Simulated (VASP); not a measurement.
MgS:

```
CELL_PARAMETERS angstrom
0.00000 2.88869 2.88869
2.88869 0.00000 2.88869
2.88869 2.88869 0.00000
ATOMIC_POSITIONS crystal
S 0.25000 0.25000 0.25000
Mg 0.00000 0.00000 0.00000
```

Program: VASP 6.6.1. Alike in all runs: task single point; no spin polarisation; cell as given; smearing fermi-dirac 0.05 eV.

Problem. Order these runs on this cell by their band gap on the k mesh, lowest first.
A. level PBE0; potentials or basis VASP PAW PBE potentials, release 64 (S, Mg); k mesh 4 × 4 × 4; cutoff (eV) 520; grid for exact exchange (PRECFOCK) Normal
B. level HSE06; potentials or basis VASP PAW PBE potentials, release 64 (S, Mg); k mesh 6 × 6 × 6; cutoff (eV) 520; grid for exact exchange (PRECFOCK) Normal; screening parameter 0.2079 1/Å
C. level r2SCAN; potentials or basis VASP PAW PBE potentials, release 64 (S, Mg); k mesh 8 × 8 × 8; cutoff (eV) 520
D. level LDA; potentials or basis VASP PAW LDA potentials, release 64 (S, Mg); k mesh 8 × 8 × 8; cutoff (eV) 520
E. level PBE; potentials or basis VASP PAW PBE potentials, release 64 (S, Mg); k mesh 8 × 8 × 8; cutoff (eV) 600

Solution. D (2.90 eV), E (3.16 eV), C (3.81 eV), B (4.19 eV), A (4.92 eV).

Caveats: some runs use coarse meshes.
